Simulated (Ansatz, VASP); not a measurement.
# One calculation of Rb, two programs

INCAR

```
PREC     = Accurate       # precision mode
ENCUT    = 520            # plane-wave cutoff, eV
EDIFF    = 1E-6           # SCF threshold, eV
ISMEAR   = 0              # smearing method
SIGMA    = 0.15           # smearing width, eV
LREAL    = False          # projectors in reciprocal space
LASPH    = True           # aspherical terms in the spheres
NELM     = 80             # most SCF steps
ALGO     = Fast           # electronic algorithm
ISIF     = 2              # what is computed and relaxed
LWAVE    = False          # write WAVECAR
LCHARG   = True           # write CHGCAR
GGA      = CA             # functional
LELF     = True           # ELF
LVHAR    = True         
NBANDS   = 10             # bands
```

KPOINTS

```
regular mesh
0
Gamma
  14 14 14
```

POSCAR

```
Rb
1.0
   -2.6060418984      2.6060418984      2.4184068817
    2.6060418984     -2.6060418984      2.4184068817
    2.6060418984      2.6060418984     -2.4184068817
Rb
1
Direct
    0.0000000000      0.0000000000      0.0000000000
```

Input for Ansatz:

```yaml
crystal:
  lattice:
    - [-2.6060418984, 2.6060418984, 2.4184068817]
    - [2.6060418984, -2.6060418984, 2.4184068817]
    - [2.6060418984, 2.6060418984, -2.4184068817]
  atoms:
    - { symbol: Rb, position: [0.0, 0.0, 0.0] }
basis:
  ecutwfc: 420
kpoints:
  mp_grid: { grid: [14, 14, 14] }
hamiltonian:
  xc: lda
scf:
  occupations: { method: gaussian, width: 0.15 }
output:
  forces: true
  stress: true
  eigenvalues: true
  write_density: true
  write_potential: true
  elf: true
  volumetric_format: npy
```

Alike in both runs: task single point; functional LDA; k mesh 14 × 14 × 14; occupations gaussian, width 0.15 eV; no spin polarisation.

|  | VASP | Ansatz |
| --- | --- | --- |
| version | VASP 6.6.1 | Ansatz 0.2.0 |
| potentials or method | VASP PAW LDA potentials, release 64 (Rb_sv), cutoff 520 eV | scalar-relativistic, plane waves, PAW |
| valence electrons in the cell | 9 | 9 |

```csv
,VASP,Ansatz,Ansatz less VASP
gap on the k mesh at the Fermi level (eV),none,none,-
pressure (GPa),0.8,0.8,0.00
"traceless stress, the component that is largest in VASP (GPa)",0.06,0.06,0.000
```

LDA's correlation is that of Perdew and Zunger in VASP and of Perdew and Wang (1992) in Ansatz. A gap of «none» marks a metal or a gap that the smearing closes.
